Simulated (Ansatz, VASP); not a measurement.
Sr in VASP and in Ansatz

Contents of INCAR:

```
PREC = Accurate ; ENCUT = 520
EDIFF = 1E-6 ; ISMEAR = -1
SIGMA = 0.05 ; LREAL = F
LASPH = T ; NELM = 60
ALGO = Normal ; ISIF = 2
LWAVE = F ; LCHARG = T
GGA = PE ; LELF = T
LVHAR = T ; NBANDS = 11
```

KPOINTS

```
regular mesh
0
Gamma
  10 10 10
```

File POSCAR:

```
Sr
1.0
    3.3847803144      0.0000000000      0.0000000000
    0.0000000000      3.3847803144      0.0000000000
    0.0000000000      0.0000000000      3.3847803144
Sr
1
Direct
    0.0000000000      0.0000000000      0.0000000000
```

Input for Ansatz:

```yaml
crystal:
  lattice:
    - [3.3847803144, 0.0, 0.0]
    - [0.0, 3.3847803144, 0.0]
    - [0.0, 0.0, 3.3847803144]
  atoms:
    - { symbol: Sr, position: [0.0, 0.0, 0.0] }
kpoints:
  mp_grid: { grid: [10, 10, 10] }
scf:
  occupations: { method: fermi_dirac, width: 0.05 }
hamiltonian:
  xc: pbe
  pseudopotentials: { kind: all_electron, lapw: { basis_error: 0.001 } }
output:
  forces: true
  stress: true
  eigenvalues: true
  populations: true
```

Change from the starting cell: volume scaled by 0.68, LAPW.

Alike in both runs: task single point; functional PBE; k mesh 10 × 10 × 10; occupations fermi-dirac, width 0.05 eV; no spin polarisation.

|  | VASP | Ansatz |
| --- | --- | --- |
| version | VASP 6.6.1 | Ansatz 0.2.0 |
| potentials or method | VASP PAW PBE potentials, release 64 (Sr_sv), cutoff 520 eV | all-electron LAPW, scalar-relativistic |

|  | VASP | Ansatz | Ansatz less VASP |
| --- | --- | --- | --- |
| pressure (GPa) | 5.4 | 5.3 | -0.05 |

Ansatz ran all-electron here, and VASP with PAW potentials.
